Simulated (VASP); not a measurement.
A run of VASP 6.6.1 is set up as follows.

Contents of INCAR:

```
SYSTEM = P
PREC = Accurate
ENCUT = 520
EDIFF = 1E-6
ISMEAR = 0
SIGMA = 0.15
LREAL = .FALSE.
LASPH = .TRUE.
NELM = 80
ALGO = Normal
ISIF = 2
LWAVE = .FALSE.
LCHARG = .TRUE.
GGA = PS
IVDW = 12
LELF = .TRUE.
LVHAR = .TRUE.
NBANDS = 8
```

The input KPOINTS:

```
Automatic mesh
0
G
  28 28 28
  0 0 0
```

Contents of POSCAR:

```
P
1.0
    2.5968910573      0.0000000000      0.0000000000
    0.0000000000      2.5968910573      0.0000000000
    0.0000000000      0.0000000000      2.0257170326
P
1
Direct
    0.0000000000      0.0000000000      0.0000000000
```

Potentials or basis: VASP PAW PBE potentials, release 64 (P).

Command:

```sh
$ cat potpaw_PBE.64/P/POTCAR > POTCAR
$ mpirun -np 1 vasp_std > vasp.out
```

Task: What does it give for the pressure?

Result: 19.4 GPa.

Task: Predict the dispersion energy per atom.

Result: -0.415 eV.

Stress tensor (GPa, compression positive):
```
-14.30   0.00   0.00
  0.00 -14.30   0.00
  0.00   0.00  86.93
```

Caveat: the PAW data sets were made with another functional, which shifts forces and pressure a little; pairwise dispersion overbinds metals, which lowers pressure and volume.
